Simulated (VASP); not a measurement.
NaI (zincblende type):

```xyz
2
Lattice="0.0000 3.2195 3.2195 3.2195 0.0000 3.2195 3.2195 3.2195 0.0000" Properties=species:S:1:pos:R:3 pbc="T T T"
Na    0.0000    0.0000    0.0000
I     1.6098    1.6098    1.6098
```

- Program: VASP 6.6.1
- Task: relaxation of cell and atoms
- Functional: PBE
- Potentials or basis: VASP PAW PBE potentials, release 64 (Na_pv, I)
- Cutoff: 600 eV
- k mesh: 10 × 10 × 10
- Occupations: fermi-dirac, width 0.05 eV
- Spin: no spin polarisation

At the start: pressure 7.1 GPa; volume 33.37 Å³/atom.

**Question.** How do energy, volume and symmetry change on relaxing?

**Answer.** Over 5 steps the energy falls by 207.3 meV/atom and the volume is 45.96 Å³/atom (+37.7 %); space group F-43m (No. 216, to 0.05 Å).

Step by step:
```
step  energy change (eV)  largest force (eV/Å)  pressure (GPa)  volume (Å³)
   1              0.0000                0.0000            7.08        66.74
   2             -0.3707                0.0000            1.58        82.03
   3             -0.4097                0.0000            0.46        88.37
   4             -0.4145                0.0000            0.06        91.38
   5             -0.4146                0.0000           -0.01        91.93
```

Final structure:
```cif
data_structure
_symmetry_space_group_name_H-M 'P 1'
_symmetry_Int_Tables_number 1
_cell_length_a 5.0658
_cell_length_b 5.0658
_cell_length_c 5.0658
_cell_angle_alpha 60.000
_cell_angle_beta 60.000
_cell_angle_gamma 60.000
_cell_volume 91.93
loop_
_atom_site_label
_atom_site_type_symbol
_atom_site_fract_x
_atom_site_fract_y
_atom_site_fract_z
_atom_site_occupancy
Na1 Na 0.00000 0.00000 0.00000 1
I1 I 0.25000 0.25000 0.25000 1
```

Caveat: the volume moved by over 15 % at a fixed basis, so the end points are rough.
